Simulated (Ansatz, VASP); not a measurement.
**One calculation of Cu, two programs**

```xyz
1
Lattice="2.1999 0.0000 0.0000 -1.1000 1.9052 0.0000 0.0000 0.0000 2.1109" Properties=species:S:1:pos:R:3 pbc="T T T"
Cu    0.0000    0.0000    0.0000
```

Change from the starting cell: volume scaled by 0.68, LAPW.

Alike in both runs: task single point; functional PBE; k mesh 17 × 17 × 16; occupations fermi-dirac, width 0.05 eV; no spin polarisation.

|  | VASP | Ansatz |
| --- | --- | --- |
| version | VASP 6.6.1 | Ansatz 0.2.0 |
| potentials or method | VASP PAW PBE potentials, release 64 (Cu), cutoff 520 eV | all-electron LAPW, scalar-relativistic |

Ansatz gave:

| Quantity | Value |
| --- | --- |
| pressure (GPa) | 118.6 |
| traceless stress, the component that is largest in VASP (GPa) | 0.10 |

Task: Which values does VASP return?

Result: Pressure (GPa): 118.9; traceless stress, the component that is largest in VASP (GPa): -0.41.

Both programs put the cell under a high pressure, so it lies far from rest at this level. Ansatz ran all-electron here, and VASP with PAW potentials.

Noted on VASP's run: the cell as given lies far from equilibrium.
